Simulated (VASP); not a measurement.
# Pt (I4/mmm) in VASP: notebook

Runs on Pt. Level: r2SCAN. Tasks: single point.

Everything below comes from runs of VASP 6.6.1. Logs are shortened: lines on timing, memory, paths and dates and some standing lists are left out, and cuts for length are marked.

### Step 1. The cell of the first run

It takes space group I4/mmm (No. 139, tetragonal). Conventional cell: a = 3.314 Å, b = 3.314 Å, c = 2.817 Å, α = 90.00°, β = 90.00°, γ = 90.00°. Within 3.6 Å of Pt (site symmetry 4/mmm) lie 14 Pt at 2.73 to 3.31 Å.

### Step 2. Single point, r2SCAN

Input file POSCAR:

```
Pt
1.0
   -1.6568552911      1.6568552911      1.4083269975
    1.6568552911     -1.6568552911      1.4083269975
    1.6568552911      1.6568552911     -1.4083269975
Pt
1
Direct
    0.0000000000      0.0000000000      0.0000000000
```

Input file INCAR.step1:

```
SYSTEM = Pt
PREC = Accurate
ENCUT = 520
ISMEAR = 0
SIGMA = 0.15
LREAL = .FALSE.
LASPH = .TRUE.
NELM = 100
NBANDS = 11
GGA = PE
ALGO = Normal
EDIFF = 1E-4
LWAVE = .TRUE.
LCHARG = .FALSE.
```

Input file INCAR.step2:

```
SYSTEM = Pt
PREC = Accurate
ENCUT = 520
EDIFF = 1E-7
ISMEAR = 0
SIGMA = 0.15
LREAL = .FALSE.
LASPH = .TRUE.
NELM = 100
ALGO = Normal
ISIF = 2
LWAVE = .FALSE.
LCHARG = .FALSE.
METAGGA = R2SCAN
LMIXTAU = .TRUE.
NBANDS = 11
ISTART = 1
```

Input file KPOINTS:

```
regular mesh
0
G
  30 30 30
  0 0 0
```

Potentials or basis: VASP PAW PBE potentials, release 64 (Pt).

Started as:

```console
$ cat potpaw_PBE.64/Pt/POTCAR > POTCAR
$ cp INCAR.step1 INCAR
$ mpirun -np 1 vasp_std > vasp.out
$ cp INCAR.step2 INCAR
$ mpirun -np 1 vasp_std > vasp.out
```

OUTCAR:

```text
SYSTEM = Pt
   PREC = Accurate
   ENCUT = 520
   EDIFF = 1E-7
   ISMEAR = 0
   LREAL = .FALSE.
   LASPH = .TRUE.
   NELM = 100
   ISIF = 2
   METAGGA = R2SCAN
   ISTART = 1

 ion  position               nearest neighbor table
   1  0.000  0.000  0.000-

  LATTYP: Found a body centered tetragonal cell.
 ALAT       =     3.3137105822
 C/A-ratio  =     0.8500000000

  Lattice vectors:

 A1 = (  -1.6568552911,   1.6568552911,   1.4083269975)
 A2 = (   1.6568552911,  -1.6568552911,   1.4083269975)
 A3 = (   1.6568552911,   1.6568552911,  -1.4083269975)

Analysis of symmetry for initial positions (statically):
=====================================================================
 Subroutine PRICEL returns:
 Original cell was already a primitive cell.

 Routine SETGRP: Setting up the symmetry group for a
 body centered tetragonal supercell.

 Subroutine GETGRP returns: Found 16 space group operations
 (whereof 16 operations were pure point group operations)
 out of a pool of 16 trial point group operations.

The static configuration has the point symmetry D_4h.

Analysis of symmetry for dynamics (positions and initial velocities):
=====================================================================
 Subroutine PRICEL returns:
 Original cell was already a primitive cell.

 Routine SETGRP: Setting up the symmetry group for a
 body centered tetragonal supercell.

 Subroutine GETGRP returns: Found 16 space group operations
 (whereof 16 operations were pure point group operations)
 out of a pool of 16 trial point group operations.

The dynamic configuration has the point symmetry D_4h.

 Subroutine INISYM returns: Found 16 space group operations
 (whereof 16 operations are pure point group operations),
 and found     1 'primitive' translations

----------------------------------------------------------------------------------------

                                     Primitive cell

  volume of cell :      15.4644

  direct lattice vectors                    reciprocal lattice vectors
    -1.656855291  1.656855291  1.408326997     0.000000000  0.301776506  0.355031183
     1.656855291 -1.656855291  1.408326997     0.301776506  0.000000000  0.355031183
     1.656855291  1.656855291 -1.408326997     0.301776506  0.301776506  0.000000000

  length of vectors
     2.733811230  2.733811230  2.733811230     0.465957294  0.465957294  0.426776427

  position of ions in fractional coordinates (direct lattice)
     0.000000000  0.000000000  0.000000000

  ion indices of the primitive-cell ions
   primitive index   ion index
                 1           1

----------------------------------------------------------------------------------------

 KPOINTS: regular mesh

Automatic generation of k-mesh.
 Grid dimensions read from file:
 generate k-points for:   30   30   30

 Generating k-lattice:

  Cartesian coordinates                     Fractional coordinates (reciprocal lattice)
     0.000000000  0.010059217  0.011834373     0.033333333 -0.000000000  0.000000000
     0.010059217  0.000000000  0.011834373    -0.000000000  0.033333333  0.000000000
     0.010059217  0.010059217  0.000000000     0.000000000  0.000000000  0.033333333

  Length of vectors
     0.015531910  0.015531910  0.014225881

  Shift w.r.t. Gamma in fractional coordinates (k-lattice)
     0.000000000  0.000000000  0.000000000

 Subroutine IBZKPT returns following result:
 ===========================================

 Found   1992 irreducible k-points:

 Following reciprocal coordinates:
            Coordinates               Weight
  0.000000  0.000000  0.000000      1.000000
  0.033333  0.000000 -0.000000      8.000000
  0.066667  0.000000 -0.000000      8.000000
  0.100000  0.000000  0.000000      8.000000
  0.133333  0.000000 -0.000000      8.000000
  0.166667  0.000000 -0.000000      8.000000
[... 16 lines left out ...]
  0.233333  0.033333 -0.000000     16.000000
  0.266667  0.033333  0.000000     16.000000
 [... further k-points ...]
   k-points           NKPTS =   1992   k-points in BZ     NKDIM =   1992   number of bands    NBANDS=     11
   number of dos      NEDOS =    301   number of ions     NIONS =      1
   total plane-waves  NPLWV =   8000
   dimension x,y,z NGX =    20 NGY =   20 NGZ =   20
   dimension x,y,z NGXF=    40 NGYF=   40 NGZF=   40
   ions per type =               1
   NGX,Y,Z   is equivalent  to a cutoff of  12.16, 12.16, 12.16 a.u.
   NGXF,Y,Z  is equivalent  to a cutoff of  24.32, 24.32, 24.32 a.u.
 SYSTEM =  Pt
   PREC   = accura    normal or accurate (medium, high low for compatibility)
   ISTART =      1    job   : 0-new  1-cont  2-samecut
   ICHARG =      0    charge: 1-file 2-atom 10-const
   ISPIN  =      1    spin polarized calculation?
   LNONCOLLINEAR =      F non collinear calculations
   LSORBIT =      F    spin-orbit coupling
   LASPH  =      T    aspherical Exc in radial PAW
   ENCUT  =  520.0 eV  38.22 Ry    6.18 a.u.   5.08  5.08  5.08*2*pi/ulx,y,z
   NELM   =    100;   NELMIN=  2; NELMDL=  0     # of ELM steps
   EDIFF  = 0.1E-06   stopping-criterion for ELM
   LREAL  =      F    real-space projection
   EDIFFG = 0.1E-05   stopping-criterion for IOM
   NSW    =      0    number of steps for IOM
   IBRION =     -1    ionic relax: 0-MD 1-quasi-New 2-CG
   NFREE  =      0    steps in history (QN), initial steepest desc. (CG)
   ISIF   =      2    stress and relaxation
   ISYM   =      2    0-nonsym 1-usesym 2-fastsym
   POTIM  = 0.5000    time-step for ionic-motion
   TEBEG  =    0.0;   TEEND  =   0.0 temperature during run
   PSTRESS=    0.0 pullay stress
   NELECT =      10.0000    total number of electrons
   NUPDOWN=      -1.0000    fix difference up-down
   EMIN   =  10.00;   EMAX   =-10.00  energy-range for DOS
   EFERMI =   0.00;   METHOD = LEGACY
   ISMEAR =     0;   SIGMA  =   0.15  broadening in eV -4-tet -1-fermi 0-gaus
   EFERMI_NEDOS =   21; number of points for ismear=-14 and -15
   IALGO  =     38    algorithm
   IMIX   =      4    mixing-type and parameters
     AMIX     =   0.40;   BMIX     =  1.00
     AMIX_MAG =   1.60;   BMIX_MAG =  1.00
  volume/ion in A,a.u.               =      15.46       104.36
  Fermi-wavevector in a.u.,A,eV,Ry     =   1.415676  2.675240 27.267970  2.004139
  Thomas-Fermi vector in A             =   2.537090
   LORBIT       =      0    0 simple, 1 ext, 2 COOP (PROOUT), +10 PAW based schemes
   METAGGA = R2SCAN    functional components
   LHFCALC =     F    Hartree Fock is set to
   AEXX    =    0.0000 exact exchange contribution
   IVDW    =     0    specifies the selected vdW correction
   LEPSILON=     F    determine dielectric tensor
   LRPA    =     F    only Hartree local field effects (RPA)
 non-spin polarized calculation
 Gauss-broadening in eV      SIGMA  =   0.15
  energy-cutoff  :      520.00
  volume of cell :       15.46
 maximum number of plane-waves:       434
   NGX = 11   NGY = 11   NGZ = 11

 number of electron      10.0000000 magnetization

 Free energy of the ion-electron system (eV)
  ---------------------------------------------------
  ext. energy  EPLUGINS =         0.00000000
  ---------------------------------------------------
  free energy    TOTEN  =       -51.48770007 eV

  energy without entropy =      -51.47515401  energy(sigma->0) =      -51.48142704

 E-fermi :  10.4717     XC(G=0): -14.4333

 val. band max:       10.4699732587   @ k =  -0.3000   0.4000   0.3000
 cond. band min:      10.4732252168   @ k =  -0.4667  -0.4667   0.4333
 fundamental gap:      0.0032519582
 Fermi energy:        10.4716850207

 k-point     1 :       0.0000    0.0000    0.0000
  band No.  band energies     occupation
      1       0.3560      2.00000
      2       5.7417      2.00000
      3       7.2976      2.00000
      4       7.2976      2.00000
      5       7.8386      2.00000
      6       9.8801      2.00000
      7      27.3198      0.00000
      8      27.3198      0.00000
      9      31.2490      0.00000
     10      37.2874      0.00000
     11      37.2874      0.00000

 k-point     2 :       0.0333    0.0000   -0.0000
  band No.  band energies     occupation
      1       0.4084      2.00000
      2       5.7583      2.00000
      3       7.2865      2.00000
      4       7.2930      2.00000
      5       7.8525      2.00000
      6       9.8559      2.00000
      7      27.3829      0.00000
      8      27.3996      0.00000
      9      31.1939      0.00000
     10      36.6413      0.00000
     11      37.2026      0.00000

 k-point     3 :       0.0667    0.0000   -0.0000
  band No.  band energies     occupation
      1       0.5644      2.00000
      2       5.8006      2.00000
      3       7.2467      2.00000
      4       7.2882      2.00000
      5       7.9013      2.00000
      6       9.7874      2.00000
      7      27.5616      0.00000
      8      27.6359      0.00000
      9      31.0057      0.00000
     10      35.7022      0.00000
     11      36.9365      0.00000

 k-point     4 :       0.1000    0.0000    0.0000
  band No.  band energies     occupation
      1       0.8193      2.00000
      2       5.8451      2.00000
      3       7.1690      2.00000
      4       7.3103      2.00000
      5       7.9974      2.00000
      6       9.6861      2.00000
      7      27.8224      0.00000
      8      28.0195      0.00000
      9      30.6283      0.00000
     10      34.9587      0.00000
     11      36.4639      0.00000
[... 239 lines left out ...]
 k-point    22 :       0.2000    0.0333    0.0000
  band No.  band energies     occupation
      1       2.3681      2.00000
      2       5.6336      2.00000
      3       6.7469      2.00000
      4       8.0493      2.00000
      5       8.8595      2.00000
      6       9.2003      2.00000
      7      27.4295      0.00000
      8      28.6422      0.00000
      9      30.4510      0.00000
     10      32.5592      0.00000
     11      34.4721      0.00000

 k-point    23 :       0.2333    0.0333   -0.0000
  band No.  band energies     occupation
      1       2.8243      2.00000
      2       5.4693      2.00000
      3       6.7757      2.00000
      4       8.4754      2.00000
      5       9.1066      2.00000
      6       9.1478      2.00000
      7      26.3685      0.00000
      8      27.9806      0.00000
      9      30.8514      0.00000
     10      32.0096      0.00000
     11      33.9975      0.00000

 k-point    24 :       0.2667    0.0333    0.0000
  band No.  band energies     occupation
      1       3.1892      2.00000
      2       5.2970      2.00000
      3       6.9783      2.00000
      4       8.9513      2.00000
      5       9.0426      2.00000
      6       9.4461      2.00000
      7      25.1357      0.00000
      8      27.0996      0.00000
      9      30.1788      0.00000
     10      32.5616      0.00000
     11      33.8407      0.00000

 [... further k-points ...]
[... 5 lines left out ...]
  --------------------------------------------------------------------------------------
  -------------------------------------------------------------------------------------
  Total        0.3246700      0.3246700     -0.6559242      0.0000000      0.0000000      0.0000000
  in kB       33.6372243     33.6372243    -67.9565912      0.0000000      0.0000000      0.0000000
  external PRESSURE =      -0.2273809 kB  Pullay stress =       0.0000000 kB

 VOLUME and BASIS-vectors are now :
 -----------------------------------------------------------------------------
  energy-cutoff  :      520.00
  volume of cell :       15.46
      direct lattice vectors                 reciprocal lattice vectors
    -1.656855291  1.656855291  1.408326997     0.000000000  0.301776506  0.355031183
     1.656855291 -1.656855291  1.408326997     0.301776506  0.000000000  0.355031183
     1.656855291  1.656855291 -1.408326997     0.301776506  0.301776506  0.000000000

 POSITION                                       TOTAL-FORCE (eV/Angst)
 -----------------------------------------------------------------------------------
      0.00000      0.00000      0.00000        -0.000000      0.000000      0.000000
 -----------------------------------------------------------------------------------
    total drift:                               -0.000000     -0.000000      0.000000

  FREE ENERGIE OF THE ION-ELECTRON SYSTEM (eV)
  ---------------------------------------------------
  free  energy   TOTEN  =       -51.4877000697 eV

  energy  without entropy=      -51.4751540134  energy(sigma->0) =      -51.48142704
```

Run time: 23 min. Hardware: 1 thread of Oxide Virtual Turin-like, shared host; peak memory 0.39 GiB.

What came out:

```
Free energy            : -51.4877 eV
Pressure               : 0.0 GPa
Band gap on the k mesh : zero (bands 5 and 6 overlap by 2.29 eV)
```

Levels at points of the mesh, in eV from the Fermi level:
```tsv
k point	band 1	band 2	band 3	band 4	band 5	band 6	band 7	band 8	band 9	band 10
(0.00, 0.00, 0.00)	-10.12	-4.73	-3.17	-3.17	-2.63	-0.59	16.85	16.85	20.78	26.82
(0.50, 0.00, 0.00)	-7.07	-5.83	-1.61	0.10	0.72	0.84	7.34	13.45	15.35	24.59
(0.50, 0.50, 0.00)	-7.36	-4.16	-2.85	-1.49	-0.39	0.72	5.69	15.40	19.67	22.47
(0.50, 0.50, 0.50)	-6.83	-6.66	0.27	0.27	0.79	6.35	6.35	11.84	12.80	18.25
```

Caveat: the stress differs along the axes, from -7 to 3 GPa; the PAW data sets were made with another functional, which shifts forces and pressure a little; spin-orbit coupling is left out, which moves the levels of the heavy elements.

### Step 3. Single point, r2SCAN

Input file POSCAR:

```
Pt
1.0
   -1.4769432407      1.4769432407      1.7723318888
    1.4769432407     -1.4769432407      1.7723318888
    1.4769432407      1.4769432407     -1.7723318888
Pt
1
Direct
    0.0000000000      0.0000000000      0.0000000000
```

Input file INCAR.step1:

```
PREC = Accurate
ENCUT = 520
ISMEAR = 0
SIGMA = 0.15
LREAL = False
LASPH = True
NELM = 60
NBANDS = 11
GGA = PE
ALGO = Normal
EDIFF = 1E-4
LWAVE = True
LCHARG = False
```

Input file INCAR.step2:

```
PREC = Accurate
ENCUT = 520
EDIFF = 1E-7
ISMEAR = 0
SIGMA = 0.15
LREAL = False
LASPH = True
NELM = 60
ALGO = Normal
ISIF = 2
LWAVE = False
LCHARG = False
METAGGA = R2SCAN
LMIXTAU = True
NBANDS = 11
ISTART = 1
```

Input file KPOINTS:

```
Automatic mesh
0
Gamma
  30 30 30
```

Potentials or basis: VASP PAW PBE potentials, release 64 (Pt).

Started as:

```console
$ cat potpaw_PBE.64/Pt/POTCAR > POTCAR
$ cp INCAR.step1 INCAR
$ mpirun -np 1 vasp_std > vasp.out
$ cp INCAR.step2 INCAR
$ mpirun -np 1 vasp_std > vasp.out
```

Run time: 28 min. Hardware: 1 thread of Oxide Virtual Turin-like, shared host; peak memory 0.39 GiB.

The run converged. Its results:

* Free energy: -51.4685 eV
* Pressure: -0.7 GPa
* Band gap on the k mesh: zero (bands 5 and 6 overlap by 2.81 eV)

Stress tensor (GPa, compression positive):
```
-2.64  0.00  0.00
 0.00 -2.64  0.00
 0.00  0.00  3.29
```

Levels at points of the mesh, in eV from the Fermi level:
| k point | band 3 | band 4 | band 5 | band 6 | band 7 | band 8 |
| --- | --- | --- | --- | --- | --- | --- |
| (0.00, 0.00, 0.00) | -4.03 | -2.66 | -2.41 | -0.88 | 16.17 | 19.35 |
| (0.50, 0.00, 0.00) | -2.71 | -0.44 | 0.00 | 0.67 | 6.25 | 14.79 |
| (0.50, 0.50, 0.00) | -0.29 | -0.18 | 1.10 | 1.16 | 7.91 | 12.79 |
| (0.50, 0.50, 0.50) | 0.15 | 0.64 | 0.64 | 4.57 | 10.10 | 10.10 |

Caveat: the stress differs along the axes, from -3 to 3 GPa; the PAW data sets were made with another functional, which shifts forces and pressure a little; spin-orbit coupling is left out, which moves the levels of the heavy elements.

(Part 1 of 2 ends here.)
